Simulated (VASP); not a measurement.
SiC: relaxation of the atoms with r2SCAN

System: SiC, a slab with vacuum.

```
CELL_PARAMETERS angstrom
3.08036 0.00000 0.00000
0.00000 3.08036 0.00000
0.00000 0.00000 26.97980
ATOMIC_POSITIONS crystal
C 0.00000 0.50000 0.27799
C 0.50000 0.00000 0.35872
C 0.00000 0.50000 0.43945
C 0.50000 0.00000 0.52018
C 0.00000 0.50000 0.60092
C 0.50000 0.00000 0.68165
Si 0.50000 0.50000 0.31835
Si 0.00000 0.00000 0.39908
Si 0.50000 0.50000 0.47982
Si 0.00000 0.00000 0.56055
Si 0.50000 0.50000 0.64128
Si 0.00000 0.00000 0.72201
```

```
Program                : VASP 6.6.1
Task                   : relaxation of the atoms
Functional             : r2SCAN
Potentials or basis    : VASP PAW PBE potentials, release 64 (C, Si)
Cutoff                 : 520 eV
k mesh                 : 9 × 9 × 1
Occupations            : gaussian, width 0.05 eV
Spin                   : no spin polarisation
Dipole correction      : yes
Further INCAR settings : ALGO = Normal; EDIFF = 1e-07; IBRION = 2; EDIFFG = -0.02; NSW = 80
```

```
Energy gained by relaxing    : 15.9 meV/atom
Ionic steps                  : 20
Largest force after relaxing : 0.009 eV/Å
Band gap on the k mesh       : zero (bands 24 and 25 overlap by 0.51 eV)
```

Forces in eV/Å, atoms in the order of the input:
```
C    0.000  0.000  0.003
C    0.000  0.000  0.002
C    0.000  0.000  0.005
C    0.000  0.000  0.006
C    0.000  0.000 -0.005
C    0.000  0.000  0.009
Si   0.000  0.000  0.000
Si   0.000  0.000 -0.004
Si   0.000  0.000 -0.008
Si   0.000  0.000 -0.003
Si   0.000  0.000 -0.008
Si   0.000  0.000  0.003
```

The path:
```tsv
step	energy change (eV)	largest force (eV/Å)	pressure (GPa)
1	0.0000	2.0927	-1.55
2	-0.1256	1.4024	-0.94
3	-0.1553	0.6953	-1.20
4	-0.1783	0.3139	-0.99
5	-0.1785	0.3323	-0.97
6	-0.1841	0.1974	-0.87
7	-0.1843	0.1846	-0.89
8	-0.1871	0.1129	-0.83
9	-0.1873	0.1148	-0.80
10	-0.1884	0.1135	-0.75
11	-0.1884	0.1062	-0.75
12	-0.1892	0.0532	-0.72
13	-0.1892	0.0668	-0.70
14	-0.1896	0.0419	-0.68
15	-0.1897	0.0453	-0.66
16	-0.1899	0.0448	-0.62
17	-0.1900	0.0487	-0.62
18	-0.1902	0.0479	-0.58
19	-0.1903	0.0507	-0.52
20	-0.1905	0.0090	-0.46
```

Final structure:
```
CELL_PARAMETERS angstrom
3.08036 0.00000 0.00000
0.00000 3.08036 0.00000
0.00000 0.00000 26.97980
ATOMIC_POSITIONS crystal
C 0.00000 0.50000 0.28362
C 0.50000 0.00000 0.35883
C 0.00000 0.50000 0.43900
C 0.50000 0.00000 0.51971
C 0.00000 0.50000 0.60040
C 0.50000 0.00000 0.68071
Si 0.50000 0.50000 0.31766
Si 0.00000 0.00000 0.39836
Si 0.50000 0.50000 0.47928
Si 0.00000 0.00000 0.56001
Si 0.50000 0.50000 0.64062
Si 0.00000 0.00000 0.72180
```

Levels at points of the mesh, in eV from the Fermi level:
| k point | band 21 | band 22 | band 23 | band 24 | band 25 | band 26 | band 27 | band 28 |
| --- | --- | --- | --- | --- | --- | --- | --- | --- |
| (0.00, 0.00, 0.00) | -0.83 | -0.58 | -0.55 | -0.26 | 1.66 | 1.76 | 2.62 | 3.76 |

Wall time 54 min on 4 MPI ranks on Intel(R) Xeon(R) 6975P-C (Granite Rapids) (shared host), peak memory 0.51 GiB a rank.

Caveat: the PAW data sets were made with another functional, which shifts forces and pressure a little.
